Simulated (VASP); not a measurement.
Input of a VASP 6.6.1 run:

The input INCAR:

```
SYSTEM = H5CF
ALGO = Normal ; EDIFF = 1E-6
ENCUT = 1010 ; GGA = PE
GGA_COMPAT = .False. ; ISIF = 2
ISMEAR = -1 ; IVDW = 12
LASPH = .True. ; LCHARG = .False.
LREAL = Auto ; LWAVE = .False.
NBANDS = 52 ; NELM = 120
PREC = Accurate ; SIGMA = 0.05
```

KPOINTS

```
k-points
0
Gamma
  1 1 1
  0 0 0
```

POSCAR

```
H5CF
1.0
    7.9602190000      0.0000000000      0.0000000000
    0.0000000000      7.9602190000      0.0000000000
    0.0000000000      0.0000000000      7.9602190000
F H C
4 20 4
Direct
    1.0279250873      0.0971531763      0.0797921543
    0.6197241150      0.5848160122      0.6814963276
    0.8528060170      0.7941752548      0.5935080548
    0.1562695912      0.7187815664      0.6740242837
    0.9210221038      0.1020944204      0.0293000892
    0.7016008764      0.6648240331      0.6459190973
    0.9650232575      0.7595145439      0.6246077211
    0.1889925998      0.6191927381      0.7325547929
    0.2623581804      0.4863174869      0.9898908155
    0.2873748270      0.2819737752      0.8997891275
    0.3551630161      0.4617508181      0.7852977767
    0.1313824730      0.4161513461      0.8194452883
    0.6353003738      0.2405365823      0.3708399482
    0.5466345369      0.0433599692      0.4324759318
    0.4359756552      0.1754311575      0.2883064417
    0.4549102096      0.2359750521      0.5037905967
    0.7980525261      0.0813122840      0.8245980189
    0.5768126517      0.0847127404      0.8441818355
    0.6891502350      0.2777675690      0.8121236136
    0.6975771923      0.1716757409      1.0102278096
    0.6127624817      0.6600304046      0.2391522537
    0.5419505342      0.8411518582      0.1266108791
    0.6815005133      0.6951851547      0.0277158835
    0.7559770463      0.8271242197      0.1953313398
    0.2592962914      0.4140566425      0.8728418709
    0.5181830805      0.1736685172      0.3986833520
    0.6916672678      0.1545566235      0.8733329588
    0.6483292597      0.7558704126      0.1469520370
```

Potentials or basis: VASP PAW PBE potentials, release 64 (F_h, H_h, C_h).

Run with:

```sh
$ cat potpaw_PBE.64/F_h/POTCAR potpaw_PBE.64/H_h/POTCAR potpaw_PBE.64/C_h/POTCAR > POTCAR
$ mpirun -np 1 vasp_gam > vasp.out
```

Q: Estimate the pressure.

A: -0.3 GPa.

Q: What does it give for the dispersion energy per atom?

A: -0.018 eV.

Q: Estimate the largest force.

A: 0.317 eV/Å.

Forces on the atoms (eV/Å):
```
F   -0.086 -0.005 -0.040
F    0.014  0.013 -0.004
F    0.285 -0.100  0.098
F    0.013 -0.132  0.083
H    0.106  0.010  0.027
H   -0.007 -0.048  0.020
H   -0.239  0.095 -0.071
H   -0.039  0.136 -0.107
H   -0.001 -0.025  0.001
H    0.006  0.044 -0.012
H   -0.010 -0.031  0.014
H    0.055 -0.011  0.024
H   -0.005 -0.002 -0.002
H    0.002 -0.001  0.002
H   -0.005  0.001 -0.002
H    0.002  0.002 -0.005
H   -0.004  0.009 -0.004
H   -0.008  0.003  0.004
H    0.005 -0.010  0.013
H   -0.009  0.007  0.004
H   -0.002 -0.006  0.005
H    0.047 -0.030  0.015
H   -0.014  0.022  0.040
H   -0.034 -0.028 -0.020
C   -0.061  0.055 -0.023
C   -0.004  0.005  0.004
C   -0.002 -0.009 -0.022
C   -0.005  0.033 -0.041
```

Caveat: the k points lie up to 0.79 Å⁻¹ apart.
